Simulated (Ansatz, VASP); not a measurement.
# Two plane-wave programs on Yb2Al3As2

The input POSCAR:

```
Yb2Al3As2
1.0
    0.0000000000      4.1453580000      0.0000000000
    5.2029620000     -2.0726790000      0.0000000000
    1.2548690000      0.0000000000     -6.6616130000
Al Yb As
3 2 2
Direct
    0.3052000000      0.6104000000      0.8659000000
    0.6948000000      0.3896000000      0.1341000000
    0.0000000000      0.0000000000      0.0000000000
    0.6193700000      0.2387400000      0.6774200000
    0.3806300000      0.7612600000      0.3225800000
    0.0936000000      0.1872000000      0.3617000000
    0.9064000000      0.8128000000      0.6383000000
```

Contents of INCAR.step1:

```
ALGO = Normal
EDIFF = 1E-4
ENCUT = 520
GGA = PE
ISMEAR = -1
LASPH = T
LCHARG = F
LREAL = F
LWAVE = T
NBANDS = 42
NELM = 60
PREC = Accurate
SIGMA = 0.1
```

File INCAR.step2:

```
ALGO = Normal
EDIFF = 1E-6
ENCUT = 520
ISIF = 2
ISMEAR = -1
ISTART = 1
LASPH = T
LCHARG = F
LMIXTAU = T
LREAL = F
LWAVE = F
METAGGA = R2SCAN
NBANDS = 42
NELM = 60
PREC = Accurate
SIGMA = 0.1
```

Contents of KPOINTS:

```
k-points
0
Gamma
  5 5 3
```

Input for Ansatz:

```yaml
crystal:
  lattice:
    - [0.0, 4.145358, 0.0]
    - [5.202962, -2.072679, 0.0]
    - [1.254869, 0.0, -6.661613]
  atoms:
    - { symbol: Al, position: [0.3052, 0.6104, 0.8659] }
    - { symbol: Al, position: [0.6948, 0.3896, 0.1341] }
    - { symbol: Yb, position: [0.61937, 0.23874, 0.67742] }
    - { symbol: Yb, position: [0.38063, 0.76126, 0.32258] }
    - { symbol: As, position: [0.0936, 0.1872, 0.3617] }
    - { symbol: As, position: [0.9064, 0.8128, 0.6383] }
    - { symbol: Al, position: [0.0, 0.0, 0.0] }
kpoints:
  mp_grid: { grid: [5, 5, 3], shift: [0, 0, 0] }
  band_path:
    path:
      - [0.0, 0.0, 0.0]
      - [0.58216302, -0.29108151, 0.0]
      - [0.41783698, -0.70891849, 0.0]
      - [0.0, -0.5, 0.0]
      - [0.0, 0.0, 0.0]
      - [0.0, -0.5, -0.5]
      - [0.44118516, -0.72059258, -0.5]
      - [0.55881484, -0.27940742, -0.5]
      - [0.0, 0.0, -0.5]
      - [0.0, 0.0, 0.0]
      - [0.5, -0.5, -0.5]
    npoints: 6
magnetization:
  spin_polarized: false
scf:
  occupations: { method: fermi_dirac }
  lower_state_search: "off"
  max_iter: 200
hamiltonian:
  pseudopotentials: { kind: paw }
  xc: r2scan
basis:
  ecutwfc: 500
  fft_grid_basis: typed
output:
  forces: true
  stress: true
  eigenvalues: true
  bader: true
  populations: true
  elf: true
  write_potential: true
  volumetric_format: npy
  dos:
    e_range: [-12, 8]
    de: 0.05
    projected: { site_lists: { Al: [Al], As: [As], Yb: [Yb] } }
checkpoint:
  read: saved_state
```

Alike in both runs: task single point; functional r2SCAN; k mesh 5 × 5 × 3; no spin polarisation.

|  | VASP | Ansatz |
| --- | --- | --- |
| version | VASP 6.6.1 | Ansatz 0.2.0 |
| potentials or method | VASP PAW PBE potentials, release 64 (Al, Yb, As), cutoff 520 eV | PAW plane waves |
| occupations | fermi-dirac, width 0.1 eV | fermi-dirac |
| valence electrons in the cell | 67 | 87 |

```tsv
	VASP	Ansatz	Ansatz less VASP
pressure (GPa)	-2.4	-2.4	0.00
rms of the force components (eV/Å)	0.475	0.463	-0.0116
```

VASP's potentials were made for PBE, not for r2SCAN. VASP's potentials hold 67 valence electrons a cell and Ansatz's 87, so a difference there can come from the potentials and not from the codes.

Spin-orbit coupling is off throughout.
